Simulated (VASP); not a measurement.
BN (e600), 4 atoms in the cell. The structure is hexagonal, space group P6_3mc (No. 186). Conventional cell: a = 2.547 Å, b = 2.547 Å, c = 4.161 Å, α = 90.00°, β = 90.00°, γ = 120.00°. Within 2.1 Å of B (site symmetry 3m) lie 4 N at 1.56 Å. Within 2.1 Å of N (site symmetry 3m) lie 4 B at 1.56 Å.  This cell differs from its parent crystal: strained cell.

| Item | Value |
| --- | --- |
| Program | VASP 6.6.1 |
| Task | single point |
| Functional | PBEsol |
| Potentials or basis | VASP PAW PBE potentials, release 64 (B, N) |
| Cutoff | 520 eV |
| k mesh | 9 × 9 × 6 |
| Occupations | gaussian, width 0.02 eV |
| Spin | no spin polarisation |
| Dipole correction | no |
| Further INCAR settings | ALGO = Normal; EDIFF = 1e-06; NBANDS = 16 |

Potentials or basis: VASP PAW PBE potentials, release 64 (B, N).

The run is started by

```console
$ cat potpaw_PBE.64/B/POTCAR potpaw_PBE.64/N/POTCAR > POTCAR
$ mpirun -np 1 vasp_std > vasp.out
```

Hardware: 1 thread of Intel(R) Xeon(R) Platinum 8375C CPU @ 2.90GHz (Ice Lake), on a shared host.

Task: How long does it take, and how much memory?

Result: Wall time 8.4 s on 1 thread of Intel(R) Xeon(R) Platinum 8375C CPU @ 2.90GHz (Ice Lake) (shared host), peak memory 0.13 GiB. Counts: scf iterations 12, k points 48.
